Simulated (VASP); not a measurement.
# GaAs (F-43m) in VASP: notebook

The runs below take GaAs through single point, with LDA.

All numbers are computed with VASP 6.6.1; they aren't measurements. Logs are shortened: lines on timing, memory, paths and dates and some standing lists are left out, and cuts for length are marked.

## (1) The cell of the first run

Symmetry: F-43m, No. 216, cubic system. The conventional cell has a = 5.603 Å, b = 5.603 Å, c = 5.603 Å, α = 90.00°, β = 90.00°, γ = 90.00°. Ga (site symmetry -43m) has 4 As at 2.43 Å within 3.2 Å. As (site symmetry -43m) has 4 Ga at 2.43 Å within 3.2 Å.

## (2) Single point, LDA

INCAR reads:

```
SYSTEM = GaAs
PREC = Accurate
ENCUT = 520
EDIFF = 1E-6
ISMEAR = 0
SIGMA = 0.1
LREAL = .FALSE.
LASPH = .TRUE.
NELM = 100
ALGO = Normal
ISIF = 2
LWAVE = .FALSE.
LCHARG = .FALSE.
GGA = CA
NBANDS = 16
```

KPOINTS reads:

```
Automatic mesh
0
G
  12 12 12
  0 0 0
```

POSCAR reads:

```
GaAs
1.0
    0.0000000000      2.8016907859      2.8016907859
    2.8016907859      0.0000000000      2.8016907859
    2.8016907859      2.8016907859      0.0000000000
Ga As
1 1
Direct
    0.0000000000      0.0000000000      0.0000000000
    0.7500000000      0.7500000000      0.7500000000
```

Potentials or basis: VASP PAW LDA potentials, release 64 (Ga_d, As).

Launch:

```bash
$ cat potpaw_LDA.64/Ga_d/POTCAR potpaw_LDA.64/As/POTCAR > POTCAR
$ mpirun -np 1 vasp_std > vasp.out
```

OUTCAR:

```text
SYSTEM = GaAs
   PREC = Accurate
   ENCUT = 520
   EDIFF = 1E-6
   ISMEAR = 0
   LREAL = .FALSE.
   LASPH = .TRUE.
   NELM = 100
   ISIF = 2
   GGA = CA

 ion  position               nearest neighbor table
   1  0.000  0.000  0.000-   2 2.43   2 2.43   2 2.43   2 2.43
   2  0.750  0.750  0.750-   1 2.43   1 2.43   1 2.43   1 2.43

  LATTYP: Found a face centered cubic cell.
 ALAT       =     5.6033815718

  Lattice vectors:

 A1 = (   0.0000000000,   2.8016907859,   2.8016907859)
 A2 = (   2.8016907859,   0.0000000000,   2.8016907859)
 A3 = (   2.8016907859,   2.8016907859,   0.0000000000)

Analysis of symmetry for initial positions (statically):
[... 5 lines left out ...]
 face centered cubic supercell.

 Subroutine GETGRP returns: Found 24 space group operations
 (whereof 24 operations were pure point group operations)
 out of a pool of 48 trial point group operations.

The static configuration has the point symmetry T_d .

Analysis of symmetry for dynamics (positions and initial velocities):
[... 5 lines left out ...]
 face centered cubic supercell.

 Subroutine GETGRP returns: Found 24 space group operations
 (whereof 24 operations were pure point group operations)
 out of a pool of 48 trial point group operations.

The dynamic configuration has the point symmetry T_d .

 Subroutine INISYM returns: Found 24 space group operations
 (whereof 24 operations are pure point group operations),
 and found     1 'primitive' translations

----------------------------------------------------------------------------------------

                                     Primitive cell

  volume of cell :      43.9836

  direct lattice vectors                    reciprocal lattice vectors
     0.000000000  2.801690786  2.801690786    -0.178463663  0.178463663  0.178463663
     2.801690786  0.000000000  2.801690786     0.178463663 -0.178463663  0.178463663
     2.801690786  2.801690786  0.000000000     0.178463663  0.178463663 -0.178463663

  length of vectors
     3.962189107  3.962189107  3.962189107     0.309108131  0.309108131  0.309108131

  position of ions in fractional coordinates (direct lattice)
     0.000000000  0.000000000  0.000000000
     0.750000000  0.750000000  0.750000000

  ion indices of the primitive-cell ions
   primitive index   ion index
                 1           1
                 2           2

----------------------------------------------------------------------------------------

 KPOINTS: Automatic mesh

Automatic generation of k-mesh.
 Grid dimensions read from file:
 generate k-points for:   12   12   12

 Generating k-lattice:

  Cartesian coordinates                     Fractional coordinates (reciprocal lattice)
    -0.014871972  0.014871972  0.014871972     0.083333333  0.000000000  0.000000000
     0.014871972 -0.014871972  0.014871972     0.000000000  0.083333333  0.000000000
     0.014871972  0.014871972 -0.014871972     0.000000000  0.000000000  0.083333333

  Length of vectors
     0.025759011  0.025759011  0.025759011

  Shift w.r.t. Gamma in fractional coordinates (k-lattice)
     0.000000000  0.000000000  0.000000000

 Subroutine IBZKPT returns following result:
 ===========================================

 Found     72 irreducible k-points:

 Following reciprocal coordinates:
            Coordinates               Weight
  0.000000  0.000000  0.000000      1.000000
  0.083333  0.000000  0.000000      8.000000
  0.166667  0.000000  0.000000      8.000000
  0.250000  0.000000  0.000000      8.000000
  0.333333  0.000000  0.000000      8.000000
  0.416667  0.000000  0.000000      8.000000
[... 16 lines left out ...]
  0.500000  0.166667  0.000000     24.000000
 -0.416667  0.166667  0.000000     24.000000
 [... further k-points ...]
   k-points           NKPTS =     72   k-points in BZ     NKDIM =     72   number of bands    NBANDS=     16
   number of dos      NEDOS =    301   number of ions     NIONS =      2
   total plane-waves  NPLWV =  27000
   dimension x,y,z NGX =    30 NGY =   30 NGZ =   30
   dimension x,y,z NGXF=    60 NGYF=   60 NGZF=   60
   ions per type =               1   1
   NGX,Y,Z   is equivalent  to a cutoff of  12.59, 12.59, 12.59 a.u.
   NGXF,Y,Z  is equivalent  to a cutoff of  25.17, 25.17, 25.17 a.u.
 SYSTEM =  GaAs
   PREC   = accura    normal or accurate (medium, high low for compatibility)
   ISTART =      0    job   : 0-new  1-cont  2-samecut
   ICHARG =      2    charge: 1-file 2-atom 10-const
   ISPIN  =      1    spin polarized calculation?
   LNONCOLLINEAR =      F non collinear calculations
   LSORBIT =      F    spin-orbit coupling
   LASPH  =      T    aspherical Exc in radial PAW
   ENCUT  =  520.0 eV  38.22 Ry    6.18 a.u.   7.37  7.37  7.37*2*pi/ulx,y,z
   NELM   =    100;   NELMIN=  2; NELMDL= -5     # of ELM steps
   EDIFF  = 0.1E-05   stopping-criterion for ELM
   LREAL  =      F    real-space projection
   EDIFFG = 0.1E-04   stopping-criterion for IOM
   NSW    =      0    number of steps for IOM
   IBRION =     -1    ionic relax: 0-MD 1-quasi-New 2-CG
   NFREE  =      0    steps in history (QN), initial steepest desc. (CG)
   ISIF   =      2    stress and relaxation
   ISYM   =      2    0-nonsym 1-usesym 2-fastsym
   POTIM  = 0.5000    time-step for ionic-motion
   TEBEG  =    0.0;   TEEND  =   0.0 temperature during run
   PSTRESS=    0.0 pullay stress
   NELECT =      18.0000    total number of electrons
   NUPDOWN=      -1.0000    fix difference up-down
   EMIN   =  10.00;   EMAX   =-10.00  energy-range for DOS
   EFERMI =   0.00;   METHOD = LEGACY
   ISMEAR =     0;   SIGMA  =   0.10  broadening in eV -4-tet -1-fermi 0-gaus
   EFERMI_NEDOS =   21; number of points for ismear=-14 and -15
   IALGO  =     38    algorithm
   IMIX   =      4    mixing-type and parameters
     AMIX     =   0.40;   BMIX     =  1.00
     AMIX_MAG =   1.60;   BMIX_MAG =  1.00
  volume/ion in A,a.u.               =      21.99       148.41
  Fermi-wavevector in a.u.,A,eV,Ry     =   1.215445  2.296859 20.099990  1.477308
  Thomas-Fermi vector in A             =   2.350832
   LORBIT       =      0    0 simple, 1 ext, 2 COOP (PROOUT), +10 PAW based schemes
   GGA     = CA    functional components
   LHFCALC =     F    Hartree Fock is set to
   AEXX    =    0.0000 exact exchange contribution
   IVDW    =     0    specifies the selected vdW correction
   LEPSILON=     F    determine dielectric tensor
   LRPA    =     F    only Hartree local field effects (RPA)
 non-spin polarized calculation
 Gauss-broadening in eV      SIGMA  =   0.10
  energy-cutoff  :      520.00
  volume of cell :       43.98
 maximum number of plane-waves:      1243
 NGX is ok and might be reduce to    30

 number of electron      18.0000013 magnetization

 Free energy of the ion-electron system (eV)
  ---------------------------------------------------
  ext. energy  EPLUGINS =         0.00000000
  ---------------------------------------------------
  free energy    TOTEN  =        -9.64202535 eV

  energy without entropy =       -9.64202526  energy(sigma->0) =       -9.64202531

 E-fermi :   4.3369     XC(G=0): -10.0314

 val. band max:        4.0595173773   @ k =   0.0000   0.0000   0.0000
 cond. band min:       4.5949214090   @ k =   0.0000   0.0000   0.0000
 fundamental gap:      0.5354040316
 Fermi energy:         4.3368974131

 k-point     1 :       0.0000    0.0000    0.0000
  band No.  band energies     occupation
      1     -10.9184      2.00000
      2     -10.9184      2.00000
      3     -10.9184      2.00000
      4     -10.8335      2.00000
      5     -10.8335      2.00000
      6      -8.9002      2.00000
[... 8 lines left out ...]
     15      14.2986      0.00000
     16      14.2986      0.00000

 k-point     2 :       0.0833    0.0000    0.0000
  band No.  band energies     occupation
      1     -10.9252      2.00000
      2     -10.9166      2.00000
      3     -10.9166      2.00000
      4     -10.8336      2.00000
      5     -10.8336      2.00000
      6      -8.8152      2.00000
[... 8 lines left out ...]
     15      13.7026      0.00000
     16      13.7026      0.00000

 k-point     3 :       0.1667    0.0000    0.0000
  band No.  band energies     occupation
      1     -10.9429      2.00000
      2     -10.9120      2.00000
      3     -10.9120      2.00000
      4     -10.8337      2.00000
      5     -10.8337      2.00000
      6      -8.5676      2.00000
[... 8 lines left out ...]
     15      13.1268      0.00000
     16      13.1268      0.00000

 k-point     4 :       0.2500    0.0000    0.0000
  band No.  band energies     occupation
      1     -10.9650      2.00000
      2     -10.9062      2.00000
      3     -10.9062      2.00000
      4     -10.8332      2.00000
      5     -10.8332      2.00000
      6      -8.1807      2.00000
[... 8 lines left out ...]
     15      13.1086      0.00000
     16      13.1086      0.00000

 k-point     5 :       0.3333    0.0000    0.0000
  band No.  band energies     occupation
      1     -10.9853      2.00000
      2     -10.9014      2.00000
      3     -10.9014      2.00000
      4     -10.8318      2.00000
      5     -10.8318      2.00000
      6      -7.7049      2.00000
[... 8 lines left out ...]
     15      13.7653      0.00000
     16      13.7653      0.00000

 k-point     6 :       0.4167    0.0000    0.0000
  band No.  band energies     occupation
      1     -10.9993      2.00000
      2     -10.8985      2.00000
      3     -10.8985      2.00000
      4     -10.8302      2.00000
      5     -10.8302      2.00000
      6      -7.2549      2.00000
[... 8 lines left out ...]
     15      14.9389      0.00000
     16      14.9389      0.00000

 k-point     7 :       0.5000    0.0000    0.0000
  band No.  band energies     occupation
      1     -11.0042      2.00000
      2     -10.8975      2.00000
      3     -10.8975      2.00000
      4     -10.8294      2.00000
      5     -10.8294      2.00000
      6      -7.0519      2.00000
[... 8 lines left out ...]
     15      16.0107      0.00000
     16      16.0107      0.00000

 k-point     8 :       0.0833    0.0833    0.0000
  band No.  band energies     occupation
      1     -10.9293      2.00000
      2     -10.9150      2.00000
      3     -10.9150      2.00000
      4     -10.8349      2.00000
      5     -10.8326      2.00000
      6      -8.7870      2.00000
[... 8 lines left out ...]
     15      12.9179      0.00000
     16      14.4122      0.00000

 k-point     9 :       0.1667    0.0833    0.0000
  band No.  band energies     occupation
      1     -10.9435      2.00000
      2     -10.9112      2.00000
      3     -10.9104      2.00000
      4     -10.8363      2.00000
      5     -10.8318      2.00000
      6      -8.5936      2.00000
[... 8 lines left out ...]
     15      13.0438      0.00000
     16      14.0642      0.00000
[... 172 lines left out ...]
 k-point    19 :       0.1667    0.1667    0.0000
  band No.  band energies     occupation
      1     -10.9558      2.00000
      2     -10.9056      2.00000
      3     -10.9056      2.00000
      4     -10.8394      2.00000
      5     -10.8301      2.00000
      6      -8.4570      2.00000
[... 8 lines left out ...]
     15      13.6385      0.00000
     16      14.7523      0.00000

 k-point    20 :       0.2500    0.1667    0.0000
  band No.  band energies     occupation
      1     -10.9722      2.00000
      2     -10.9002      2.00000
      3     -10.8993      2.00000
      4     -10.8419      2.00000
      5     -10.8286      2.00000
      6      -8.1690      2.00000
[... 8 lines left out ...]
     15      14.5260      0.00000
     16      14.7502      0.00000

 k-point    21 :       0.3333    0.1667    0.0000
  band No.  band energies     occupation
      1     -10.9884      2.00000
      2     -10.8963      2.00000
      3     -10.8937      2.00000
      4     -10.8426      2.00000
      5     -10.8274      2.00000
      6      -7.7590      2.00000
[... 8 lines left out ...]
     15      14.7790      0.00000
     16      15.0696      0.00000

 k-point    22 :       0.4167    0.1667    0.0000
  band No.  band energies     occupation
      1     -11.0014      2.00000
      2     -10.8941      2.00000
      3     -10.8900      2.00000
      4     -10.8410      2.00000
      5     -10.8269      2.00000
      6      -7.2932      2.00000
[... 8 lines left out ...]
     15      15.0308      0.00000
     16      15.9466      0.00000

 k-point    23 :       0.5000    0.1667    0.0000
  band No.  band energies     occupation
      1     -11.0085      2.00000
      2     -10.8932      2.00000
      3     -10.8887      2.00000
      4     -10.8378      2.00000
      5     -10.8279      2.00000
      6      -6.9175      2.00000
[... 8 lines left out ...]
     15      15.6377      0.00000
     16      16.0383      0.00000

 k-point    24 :      -0.4167    0.1667    0.0000
  band No.  band energies     occupation
      1     -11.0085      2.00000
      2     -10.8935      2.00000
      3     -10.8896      2.00000
      4     -10.8345      2.00000
      5     -10.8306      2.00000
      6      -6.8559      2.00000
[... 8 lines left out ...]
     15      14.4883      0.00000
     16      15.1638      0.00000

 [... further k-points ...]
[... 5 lines left out ...]
  --------------------------------------------------------------------------------------
  -------------------------------------------------------------------------------------
  Total        0.0866756      0.0866756      0.0866756      0.0000000      0.0000000      0.0000000
  in kB        3.1573055      3.1573055      3.1573055      0.0000000      0.0000000      0.0000000
  external PRESSURE =       3.1573055 kB  Pullay stress =       0.0000000 kB

 VOLUME and BASIS-vectors are now :
 -----------------------------------------------------------------------------
  energy-cutoff  :      520.00
  volume of cell :       43.98
      direct lattice vectors                 reciprocal lattice vectors
     0.000000000  2.801690786  2.801690786    -0.178463663  0.178463663  0.178463663
     2.801690786  0.000000000  2.801690786     0.178463663 -0.178463663  0.178463663
     2.801690786  2.801690786  0.000000000     0.178463663  0.178463663 -0.178463663

 POSITION                                       TOTAL-FORCE (eV/Angst)
 -----------------------------------------------------------------------------------
      0.00000      0.00000      0.00000         0.000000      0.000000      0.000000
      4.20254      4.20254      4.20254        -0.000000     -0.000000     -0.000000
 -----------------------------------------------------------------------------------
    total drift:                                0.000000      0.000000      0.000000

  FREE ENERGIE OF THE ION-ELECTRON SYSTEM (eV)
  ---------------------------------------------------
  free  energy   TOTEN  =        -9.6420253489 eV

  energy  without entropy=       -9.6420252622  energy(sigma->0) =       -9.64202531
```

It took 59 s on 1 thread of Intel Xeon 8259CL, shared host; peak memory 0.15 GiB.

Results:

| Item | Value |
| --- | --- |
| Free energy | -9.6420 eV |
| Pressure | 0.3 GPa |
| Band gap on the k mesh | 0.54 eV, direct |

A k mesh can miss the band edges. LDA gaps usually lie below the measured ones, often by a third to a half.

## (3) Single point, LDA

This run uses another cell than the first one: it holds 32 atoms, not 2.

INCAR reads:

```
  PREC = Accurate
  ENCUT = 520
  EDIFF = 1E-6
  ISMEAR = 0
  SIGMA = 0.02
  LREAL = Auto
  LASPH = T
  NELM = 80
  ALGO = Normal
  ISIF = 2
  LWAVE = F
  LCHARG = T
  GGA = CA
  LELF = T
  LVHAR = T
  NBANDS = 166
```

KPOINTS reads:

```
regular mesh
0
Gamma
  3 3 3
```

POSCAR reads:

```
GaAs
1.0
   -5.6033815718     -5.6033815718      5.6033815718
    5.6033815718     -5.6033815718     -5.6033815718
    5.6033815718      5.6033815718      5.6033815718
Ga As
16 16
Direct
    0.2500000000      0.7500000000      0.0000000000
    0.0000000000      0.7500000000      0.2500000000
    0.5000000000      0.5000000000      0.0000000000
    0.2500000000      0.5000000000      0.2500000000
    0.0000000000      0.5000000000      0.5000000000
    0.7500000000      0.7500000000      0.5000000000
    0.5000000000      0.7500000000      0.7500000000
    0.0000000000      0.0000000000      0.0000000000
    0.7500000000      0.2500000000      0.0000000000
    0.5000000000      0.2500000000      0.2500000000
    0.2500000000      0.2500000000      0.5000000000
    0.0000000000      0.2500000000      0.7500000000
    0.7500000000      0.5000000000      0.7500000000
    0.7500000000      0.0000000000      0.2500000000
    0.5000000000      0.0000000000      0.5000000000
    0.2500000000      0.0000000000      0.7500000000
    0.2500000000      0.7500000000      0.7500000000
    0.0000000000      0.7500000000      0.0000000000
    0.5000000000      0.5000000000      0.7500000000
    0.2500000000      0.5000000000      0.0000000000
    0.0000000000      0.5000000000      0.2500000000
    0.7500000000      0.7500000000      0.2500000000
    0.5000000000      0.7500000000      0.5000000000
    0.0000000000      0.0000000000      0.7500000000
    0.7500000000      0.2500000000      0.7500000000
    0.5000000000      0.2500000000      0.0000000000
    0.2500000000      0.2500000000      0.2500000000
    0.0000000000      0.2500000000      0.5000000000
    0.7500000000      0.5000000000      0.5000000000
    0.7500000000      0.0000000000      0.0000000000
    0.5000000000      0.0000000000      0.2500000000
    0.2500000000      0.0000000000      0.5000000000
```

Potentials or basis: VASP PAW LDA potentials, release 64 (Ga_d, As).

Launch:

```bash
$ cat potpaw_LDA.64/Ga_d/POTCAR potpaw_LDA.64/As/POTCAR > POTCAR
$ mpirun -np 1 vasp_std > vasp.out
```

Wall time 9.3 min (1 thread of Intel Xeon Platinum 8375C at 2.90GHz (Ice Lake), shared host); peak memory 0.73 GiB.

The run converged. Its results:

* Free energy: -154.2596 eV
* Pressure: 0.2 GPa
* Band gap on the k mesh: 0.53 eV

Levels at points of the mesh, in eV from the valence-band top:
| k point | band 142 | band 143 | band 144 | band 145 | band 146 | band 147 |
| --- | --- | --- | --- | --- | --- | --- |
| (0.00, 0.00, 0.00) | 0.00 | 0.00 | 0.00 | 0.53 | 1.29 | 1.29 |

LDA gaps usually lie below the measured ones, often by a third to a half.
